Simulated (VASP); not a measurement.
# Na4NO (P4/mmm) in VASP: a series of runs

Runs on Na4NO. Level: PBE. Tasks: single point.

Everything below comes from runs of VASP 6.6.1. Logs are shortened: lines on timing, memory, paths and dates and some standing lists are left out, and cuts for length are marked.

## Step 1: The cell of the first run

Symmetry: P4/mmm, No. 123, tetragonal system. The conventional cell has a = 4.067 Å, b = 4.067 Å, c = 5.952 Å, α = 90.00°, β = 90.00°, γ = 90.00°. Within 3.3 Å of Na (site symmetry 2mm) lie 2 O at 2.48 Å and 2 N at 2.56 Å and 6 Na at 2.83 to 3.12 Å. N (site symmetry 4/mmm) has 8 Na at 2.56 Å within 3.4 Å. O (site symmetry 4/mmm) has 8 Na at 2.48 Å within 3.3 Å.

## Step 2: Single point, PBE

The input, INCAR:

```
SYSTEM = Na4NO
PREC = Accurate ; ENCUT = 520
EDIFF = 1E-6 ; ISMEAR = 1
SIGMA = 0.15 ; LREAL = .False.
LASPH = .True. ; NELM = 80
ALGO = Normal ; ISIF = 2
LWAVE = .False. ; LCHARG = .False.
GGA = PE ; NBANDS = 28
```

The input, KPOINTS:

```
regular mesh
0
Gamma
  6 6 4
  0 0 0
```

The input, POSCAR:

```
Na4NO
1.0
    4.0674945848      0.0000000000      0.0000000000
    0.0000000000      4.0674945848      0.0000000000
    0.0000000000      0.0000000000      5.9521696551
Na N O
4 1 1
Direct
    0.0000000000      0.5000000000      0.2619240000
    0.5000000000      0.0000000000      0.7380760000
    0.0000000000      0.5000000000      0.7380760000
    0.5000000000      0.0000000000      0.2619240000
    0.0000000000      0.0000000000      0.0000000000
    0.5000000000      0.5000000000      0.5000000000
```

Potentials or basis: VASP PAW PBE potentials, release 64 (Na_pv, N, O).

Launch:

```bash
$ cat potpaw_PBE.64/Na_pv/POTCAR potpaw_PBE.64/N/POTCAR potpaw_PBE.64/O/POTCAR > POTCAR
$ mpirun -np 1 vasp_std > vasp.out
```

OUTCAR:

```text
SYSTEM = Na4NO
   PREC = Accurate
   ENCUT = 520
   EDIFF = 1E-6
   ISMEAR = 1
   LREAL = .False.
   LASPH = .True.
   NELM = 80
   ISIF = 2
   GGA = PE

 ion  position               nearest neighbor table
   1  0.000  0.500  0.262-
   2  0.500  0.000  0.738-
   3  0.000  0.500  0.738-
   4  0.500  0.000  0.262-
   5  0.000  0.000  0.000-
   6  0.500  0.500  0.500-

  LATTYP: Found a simple tetragonal cell.
 ALAT       =     4.0674945848
 C/A-ratio  =     1.4633503576

  Lattice vectors:

 A1 = (   4.0674945848,   0.0000000000,   0.0000000000)
 A2 = (   0.0000000000,   4.0674945848,   0.0000000000)
 A3 = (   0.0000000000,   0.0000000000,   5.9521696551)

Analysis of symmetry for initial positions (statically):
=====================================================================
 Subroutine PRICEL returns:
 Original cell was already a primitive cell.

 Routine SETGRP: Setting up the symmetry group for a
 simple tetragonal supercell.

 Subroutine GETGRP returns: Found 16 space group operations
 (whereof 16 operations were pure point group operations)
 out of a pool of 16 trial point group operations.

The static configuration has the point symmetry D_4h.

Analysis of symmetry for dynamics (positions and initial velocities):
=====================================================================
 Subroutine PRICEL returns:
 Original cell was already a primitive cell.

 Routine SETGRP: Setting up the symmetry group for a
 simple tetragonal supercell.

 Subroutine GETGRP returns: Found 16 space group operations
 (whereof 16 operations were pure point group operations)
 out of a pool of 16 trial point group operations.

The dynamic configuration has the point symmetry D_4h.

 Subroutine INISYM returns: Found 16 space group operations
 (whereof 16 operations are pure point group operations),
 and found     1 'primitive' translations

----------------------------------------------------------------------------------------

                                     Primitive cell

  volume of cell :      98.4757

  direct lattice vectors                    reciprocal lattice vectors
     4.067494585  0.000000000  0.000000000     0.245851587  0.000000000  0.000000000
     0.000000000  4.067494585  0.000000000     0.000000000  0.245851587  0.000000000
     0.000000000  0.000000000  5.952169655     0.000000000  0.000000000  0.168005964

  length of vectors
     4.067494585  4.067494585  5.952169655     0.245851587  0.245851587  0.168005964

  position of ions in fractional coordinates (direct lattice)
     0.000000000  0.500000000  0.261924000
     0.500000000  0.000000000  0.738076000
     0.000000000  0.500000000  0.738076000
     0.500000000  0.000000000  0.261924000
     0.000000000  0.000000000  0.000000000
     0.500000000  0.500000000  0.500000000

  ion indices of the primitive-cell ions
   primitive index   ion index
                 1           1
                 2           2
                 3           3
                 4           4
                 5           5
                 6           6

----------------------------------------------------------------------------------------

 KPOINTS: regular mesh

Automatic generation of k-mesh.
 Grid dimensions read from file:
 generate k-points for:    6    6    4

 Generating k-lattice:

  Cartesian coordinates                     Fractional coordinates (reciprocal lattice)
     0.040975265  0.000000000  0.000000000     0.166666667  0.000000000  0.000000000
     0.000000000  0.040975265  0.000000000     0.000000000  0.166666667  0.000000000
     0.000000000  0.000000000  0.042001491     0.000000000  0.000000000  0.250000000

  Length of vectors
     0.040975265  0.040975265  0.042001491

  Shift w.r.t. Gamma in fractional coordinates (k-lattice)
     0.000000000  0.000000000  0.000000000

 Subroutine IBZKPT returns following result:
 ===========================================

 Found     30 irreducible k-points:

 Following reciprocal coordinates:
            Coordinates               Weight
  0.000000  0.000000  0.000000      1.000000
  0.166667  0.000000  0.000000      4.000000
  0.333333  0.000000  0.000000      4.000000
  0.500000  0.000000  0.000000      2.000000
  0.166667  0.166667  0.000000      4.000000
  0.333333  0.166667  0.000000      8.000000
[... 16 lines left out ...]
  0.333333  0.000000  0.500000      4.000000
  0.500000  0.000000  0.500000      2.000000
 [... further k-points ...]
   k-points           NKPTS =     30   k-points in BZ     NKDIM =     30   number of bands    NBANDS=     28
   number of dos      NEDOS =    301   number of ions     NIONS =      6
   total plane-waves  NPLWV =  43200
   dimension x,y,z NGX =    30 NGY =   30 NGZ =   48
   dimension x,y,z NGXF=    60 NGYF=   60 NGZF=   96
   ions per type =               4   1   1
   NGX,Y,Z   is equivalent  to a cutoff of  12.26, 12.26, 13.41 a.u.
   NGXF,Y,Z  is equivalent  to a cutoff of  24.52, 24.52, 26.81 a.u.
 SYSTEM =  Na4NO
[... 61 lines left out ...]
 fundamental gap:      0.0948367980
 Fermi energy:         0.4627807980

 k-point     1 :       0.0000    0.0000    0.0000
  band No.  band energies     occupation
      1     -22.2169      2.00000
      2     -22.1938      2.00000
      3     -22.1938      2.00000
      4     -22.1644      2.00000
      5     -22.1644      2.00000
      6     -22.1284      2.00000
[... 20 lines left out ...]
     27      11.4777      0.00000
     28      11.4782      0.00000

 k-point     2 :       0.1667    0.0000    0.0000
  band No.  band energies     occupation
      1     -22.2112      2.00000
      2     -22.1844      2.00000
      3     -22.1813      2.00000
      4     -22.1552      2.00000
      5     -22.1527      2.00000
      6     -22.1332      2.00000
[... 20 lines left out ...]
     27      10.5829      0.00000
     28      11.0994      0.00000

 k-point     3 :       0.3333    0.0000    0.0000
  band No.  band energies     occupation
      1     -22.1937      2.00000
      2     -22.1589      2.00000
      3     -22.1474      2.00000
      4     -22.1470      2.00000
      5     -22.1290      2.00000
      6     -22.1214      2.00000
[... 20 lines left out ...]
     27      10.3343      0.00000
     28      10.7523      0.00000

 k-point     4 :       0.5000    0.0000    0.0000
  band No.  band energies     occupation
      1     -22.1716      2.00000
      2     -22.1669      2.00000
      3     -22.1276      2.00000
      4     -22.1126      2.00000
      5     -22.1032      2.00000
      6     -22.1001      2.00000
[... 20 lines left out ...]
     27      10.2923      0.00000
     28      10.3080      0.00000

 k-point     5 :       0.1667    0.1667    0.0000
  band No.  band energies     occupation
      1     -22.2130      2.00000
      2     -22.1980      2.00000
      3     -22.1739      2.00000
      4     -22.1423      2.00000
      5     -22.1370      2.00000
      6     -22.1163      2.00000
[... 20 lines left out ...]
     27      10.7123      0.00000
     28      10.7550      0.00000

 k-point     6 :       0.3333    0.1667    0.0000
  band No.  band energies     occupation
      1     -22.2092      2.00000
      2     -22.1850      2.00000
      3     -22.1708      2.00000
      4     -22.1492      2.00000
      5     -22.1214      2.00000
      6     -22.0930      2.00000
[... 463 lines left out ...]
      5     -22.1523      2.00000
      6     -22.0800      2.00000
[... 20 lines left out ...]
     27      10.6048      0.00000
     28      10.6048      0.00000

 k-point    22 :       0.1667    0.0000    0.5000
  band No.  band energies     occupation
      1     -22.1767      2.00000
      2     -22.1722      2.00000
      3     -22.1651      2.00000
      4     -22.1618      2.00000
      5     -22.1464      2.00000
      6     -22.0839      2.00000
[... 20 lines left out ...]
     27      10.4440      0.00000
     28      10.8508      0.00000

 k-point    23 :       0.3333    0.0000    0.5000
  band No.  band energies     occupation
      1     -22.1529      2.00000
      2     -22.1401      2.00000
      3     -22.1391      2.00000
      4     -22.1318      2.00000
      5     -22.1298      2.00000
      6     -22.0948      2.00000
[... 20 lines left out ...]
     27      10.1138      0.00000
     28      10.3294      0.00000

 k-point    24 :       0.5000    0.0000    0.5000
  band No.  band energies     occupation
      1     -22.1250      2.00000
      2     -22.1189      2.00000
      3     -22.1137      2.00000
      4     -22.1074      2.00000
      5     -22.1045      2.00000
      6     -22.0980      2.00000
[... 20 lines left out ...]
     27       9.9493      0.00000
     28      10.0887      0.00000

 [... further k-points ...]

------------------------ aborting loop because EDIFF is reached ----------------------------------------

  FORCE on cell =-STRESS in cart. coord.  units (eV):
  Direction    XX          YY          ZZ          XY          YZ          ZX
  --------------------------------------------------------------------------------------
  -------------------------------------------------------------------------------------
  Total       -1.0444295     -1.0444295     -1.1109594      0.0000000      0.0000000      0.0000000
  in kB      -16.9926245    -16.9926245    -18.0750493      0.0000000      0.0000000      0.0000000
  external PRESSURE =     -17.3534328 kB  Pullay stress =       0.0000000 kB

 VOLUME and BASIS-vectors are now :
 -----------------------------------------------------------------------------
  energy-cutoff  :      520.00
  volume of cell :       98.48
      direct lattice vectors                 reciprocal lattice vectors
     4.067494585  0.000000000  0.000000000     0.245851587  0.000000000  0.000000000
     0.000000000  4.067494585  0.000000000     0.000000000  0.245851587  0.000000000
     0.000000000  0.000000000  5.952169655     0.000000000  0.000000000  0.168005964

 POSITION                                       TOTAL-FORCE (eV/Angst)
 -----------------------------------------------------------------------------------
      0.00000      2.03375      1.55902         0.000000      0.000000     -0.058818
      2.03375      0.00000      4.39315        -0.000000     -0.000000      0.058818
      0.00000      2.03375      4.39315         0.000000      0.000000      0.058818
      2.03375      0.00000      1.55902        -0.000000      0.000000     -0.058818
      0.00000      0.00000      0.00000         0.000000     -0.000000      0.000000
      2.03375      2.03375      2.97608         0.000000     -0.000000      0.000000
 -----------------------------------------------------------------------------------
    total drift:                                0.000000      0.000000      0.000000

  FREE ENERGIE OF THE ION-ELECTRON SYSTEM (eV)
  ---------------------------------------------------
  free  energy   TOTEN  =       -20.4167369382 eV

  energy  without entropy=      -20.4095475027  energy(sigma->0) =      -20.41434046
```

Wall time 73 s (1 thread of Intel Xeon Platinum 8259CL at 2.50GHz (Skylake/Cascade Lake), shared host); peak memory 0.23 GiB.

What came out:

```yaml
Free_energy: -20.4167 eV
Pressure: -1.7 GPa
Largest_force: 0.059 eV/Å
Band_gap_on_the_k_mesh: zero (an odd number of electrons rules out a gap without spin polarisation)
```

Forces in eV/Å, atoms in the order of the input:
```
Na   0.000  0.000 -0.059
Na   0.000  0.000  0.059
Na   0.000  0.000  0.059
Na   0.000  0.000 -0.059
N    0.000  0.000  0.000
O    0.000  0.000  0.000
```

Stress tensor (GPa, compression positive):
```
-1.70  0.00  0.00
 0.00 -1.70  0.00
 0.00  0.00 -1.81
```

Levels at points of the mesh, in eV from the Fermi level:
```tsv
k point	band 17	band 18	band 19	band 20	band 21	band 22	band 23	band 24
(0.00, 0.00, 0.00)	-0.66	-0.04	0.12	0.12	1.40	3.92	7.62	8.82
(0.50, 0.00, 0.00)	-0.90	-0.56	-0.27	0.21	4.27	4.78	7.12	7.18
(0.50, 0.50, 0.00)	-0.73	-0.43	-0.43	-0.05	3.86	4.03	7.90	7.90
(0.00, 0.00, 0.50)	-0.64	-0.64	0.09	0.09	3.25	3.37	7.95	8.16
(0.50, 0.00, 0.50)	-0.56	-0.33	-0.02	0.21	5.10	5.23	5.67	5.74
(0.50, 0.50, 0.50)	-0.81	-0.70	-0.70	-0.21	4.68	4.68	7.69	7.69
```

Caveat: an odd number of electrons without spin polarisation forces a metal; a magnetic or distorted state may lie lower.

## Step 3: Single point, PBE

This run uses another cell than the first one, of 17.04 Å³/atom.

The input, INCAR:

```
PREC     = Accurate       # precision mode
ENCUT    = 520            # plane-wave cutoff, eV
EDIFF    = 1E-6           # SCF threshold, eV
ISMEAR   = 1              # smearing method
SIGMA    = 0.15           # smearing width, eV
LREAL    = False          # projectors in reciprocal space
LASPH    = True           # aspherical terms in the spheres
NELM     = 80             # most SCF steps
ALGO     = Normal         # electronic algorithm
ISIF     = 2              # what is computed and relaxed
LWAVE    = False          # write WAVECAR
LCHARG   = False          # write CHGCAR
GGA      = PE             # functional
NBANDS   = 28             # bands
```

The input, KPOINTS:

```
regular mesh
0
Gamma
  6 6 4
```

POSCAR: that of step 2 with these lines changed.

```diff
@@ -2,5 +2,5 @@
 1.0
-    4.0674945848      0.0000000000      0.0000000000
-    0.0000000000      4.0674945848      0.0000000000
-    0.0000000000      0.0000000000      5.9521696551
+    4.1189873244      0.0000000000      0.0000000000
+    0.0000000000      4.1189873244      0.0000000000
+    0.0000000000      0.0000000000      6.0275215741
 Na N O
```

Potentials or basis: VASP PAW PBE potentials, release 64 (Na_pv, N, O).

Launch:

```bash
$ cat potpaw_PBE.64/Na_pv/POTCAR potpaw_PBE.64/N/POTCAR potpaw_PBE.64/O/POTCAR > POTCAR
$ mpirun -np 1 vasp_std > vasp.out
```

Wall time 66 s (1 thread of Intel Xeon Platinum 8259CL at 2.50GHz (Skylake/Cascade Lake), shared host); peak memory 0.24 GiB.

It converged, with:

* Free energy: -20.3629 eV
* Pressure: -2.9 GPa
* Largest force: 0.055 eV/Å
* Band gap on the k mesh: zero (an odd number of electrons rules out a gap without spin polarisation)

Forces on the atoms (eV/Å):
```
Na   0.000  0.000 -0.055
Na   0.000  0.000  0.055
Na   0.000  0.000  0.055
Na   0.000  0.000 -0.055
N    0.000  0.000  0.000
O    0.000  0.000  0.000
```

Stress tensor (GPa, compression positive):
```
-2.82  0.00  0.00
 0.00 -2.82  0.00
 0.00  0.00 -3.01
```

Levels at points of the mesh, in eV from the Fermi level:
| k point | band 18 | band 19 | band 20 | band 21 | band 22 | band 23 |
| --- | --- | --- | --- | --- | --- | --- |
| (0.00, 0.00, 0.00) | -0.04 | 0.12 | 0.12 | 1.28 | 3.85 | 7.35 |
| (0.50, 0.00, 0.00) | -0.55 | -0.27 | 0.20 | 4.12 | 4.61 | 6.92 |
| (0.50, 0.50, 0.00) | -0.42 | -0.42 | -0.05 | 3.78 | 3.95 | 7.61 |
| (0.00, 0.00, 0.50) | -0.63 | 0.09 | 0.09 | 3.11 | 3.22 | 7.78 |
| (0.50, 0.00, 0.50) | -0.33 | -0.02 | 0.20 | 4.88 | 5.08 | 5.42 |
| (0.50, 0.50, 0.50) | -0.69 | -0.69 | -0.21 | 4.59 | 4.60 | 7.43 |

Caveat: an odd number of electrons without spin polarisation forces a metal; a magnetic or distorted state may lie lower.

## Step 4: Single point, PBE

This run uses another cell than the first one, of 17.68 Å³/atom.

The input, INCAR:

```
ALGO = Normal ; EDIFF = 1E-6
ENCUT = 520 ; GGA = PE
ISIF = 2 ; ISMEAR = 1
LASPH = True ; LCHARG = True
LELF = True ; LREAL = False
LVHAR = True ; LWAVE = False
NBANDS = 28 ; NELM = 60
PREC = Accurate ; SIGMA = 0.15
```

The input, KPOINTS:

```
k-points
0
Gamma
  6 6 4
```

POSCAR: that of step 3 with these lines changed.

```diff
@@ -2,5 +2,5 @@
 1.0
-    4.1189873244      0.0000000000      0.0000000000
-    0.0000000000      4.1189873244      0.0000000000
-    0.0000000000      0.0000000000      6.0275215741
+    4.1692238282      0.0000000000      0.0000000000
+    0.0000000000      4.1692238282      0.0000000000
+    0.0000000000      0.0000000000      6.1010351798
 Na N O
```

Launch:

```bash
$ cat potpaw_PBE.64/Na_pv/POTCAR potpaw_PBE.64/N/POTCAR potpaw_PBE.64/O/POTCAR > POTCAR
$ mpirun -np 1 vasp_std > vasp.out
```

It took 73 s on 1 thread of Intel Xeon Platinum 8259CL at 2.50GHz (Skylake/Cascade Lake), shared host; peak memory 0.25 GiB.

It converged, with:

* Free energy: -20.2851 eV
* Pressure: -3.8 GPa
* Largest force: 0.054 eV/Å
* Band gap on the k mesh: zero (an odd number of electrons rules out a gap without spin polarisation)

Forces on the atoms (eV/Å):
```
Na   0.000  0.000 -0.054
Na   0.000  0.000  0.054
Na   0.000  0.000  0.054
Na   0.000  0.000 -0.054
N    0.000  0.000  0.000
O    0.000  0.000  0.000
```

Stress tensor (GPa, compression positive):
```
-3.71  0.00  0.00
 0.00 -3.71  0.00
 0.00  0.00 -3.97
```

Levels at points of the mesh, in eV from the Fermi level:
```csv
k point,band 17,band 18,band 19,band 20,band 21,band 22,band 23,band 24
"(0.00, 0.00, 0.00)",-0.63,-0.03,0.11,0.11,1.17,3.77,7.09,8.33
"(0.50, 0.00, 0.00)",-0.86,-0.54,-0.26,0.19,3.98,4.44,6.74,6.79
"(0.50, 0.50, 0.00)",-0.70,-0.41,-0.41,-0.06,3.70,3.89,7.34,7.34
"(0.00, 0.00, 0.50)",-0.61,-0.61,0.09,0.09,2.98,3.09,7.61,7.80
"(0.50, 0.00, 0.50)",-0.54,-0.32,-0.02,0.19,4.67,4.93,5.20,5.42
"(0.50, 0.50, 0.50)",-0.78,-0.67,-0.67,-0.20,4.50,4.52,7.18,7.18
```

Caveat: the cell stands under tension; an odd number of electrons without spin polarisation forces a metal; a magnetic or distorted state may lie lower.

## Step 5: The runs side by side

```csv
cell,gap on the mesh (eV),pressure (GPa),largest force (eV/Å)
"a = 4.067, b = 4.067, c = 5.952 Å, 6 atoms",none,-1.7,0.06
"a = 4.119, b = 4.119, c = 6.028 Å, 6 atoms",none,-2.9,0.06
"a = 4.169, b = 4.169, c = 6.101 Å, 6 atoms",none,-3.8,0.05
```

Alike in all rows: task single point; level PBE; potentials or basis VASP PAW PBE potentials, release 64 (Na_pv, N, O); no spin polarisation; k mesh 6 × 6 × 4; cutoff (eV) 520; smearing methfessel-paxton 0.15 eV.

Caveats: an odd number of electrons without spin polarisation forces a metal; a magnetic or distorted state may lie lower; the cell stands under tension (at least some runs).

Absolute energies hang on the potentials; compare differences alone.
